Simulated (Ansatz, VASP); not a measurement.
## Ba in VASP and in Ansatz

The input INCAR:

```
ALGO = Fast
EDIFF = 1E-7
ENCUT = 520
GGA = PS
ISIF = 2
ISMEAR = 0
LASPH = T
LCHARG = T
LELF = T
LREAL = F
LVHAR = T
LWAVE = F
NBANDS = 11
NELM = 100
PREC = Accurate
SIGMA = 0.15
```

File KPOINTS:

```
k-points
0
Gamma
  14 14 14
```

Contents of POSCAR:

```
Ba
1.0
    1.9348659815      4.3312816138      4.3312816138
    4.3312816138      1.9348659815      4.3312816138
    4.3312816138      4.3312816138      1.9348659815
Ba
1
Direct
    0.0000000000      0.0000000000      0.0000000000
```

Input for Ansatz:

```yaml
crystal:
  lattice:
    - [1.9348659815, 4.3312816138, 4.3312816138]
    - [4.3312816138, 1.9348659815, 4.3312816138]
    - [4.3312816138, 4.3312816138, 1.9348659815]
  atoms:
    - { symbol: Ba, position: [0.0, 0.0, 0.0] }
basis:
  ecutwfc: 420
kpoints:
  mp_grid: { grid: [14, 14, 14] }
hamiltonian:
  xc: pbesol
  pseudopotentials: { kind: paw }
scf:
  occupations: { method: gaussian, width: 0.15 }
output:
  forces: true
  stress: true
  eigenvalues: true
```

Alike in both runs: task single point; functional PBEsol; k mesh 14 × 14 × 14; occupations gaussian, width 0.15 eV; no spin polarisation.

|  | VASP | Ansatz |
| --- | --- | --- |
| version | VASP 6.6.1 | Ansatz 0.2.0 |
| potentials or method | VASP PAW PBE potentials, release 64 (Ba_sv), cutoff 520 eV | scalar-relativistic, plane waves, PAW |
| valence electrons in the cell | 10 | 10 |

```csv
,VASP,Ansatz,Ansatz less VASP
gap on the k mesh at the Fermi level (eV),none,none,-
pressure (GPa),3.8,3.3,-0.53
"traceless stress, the component that is largest in VASP (GPa)",-3.08,-2.80,+0.281
```

VASP's potentials were made for PBE, not for PBEsol. A gap of «none» marks a metal or a gap that the smearing closes. The functional is the same, so the differences come from potentials, cutoffs and numerics.

Neither program's run includes spin-orbit coupling.
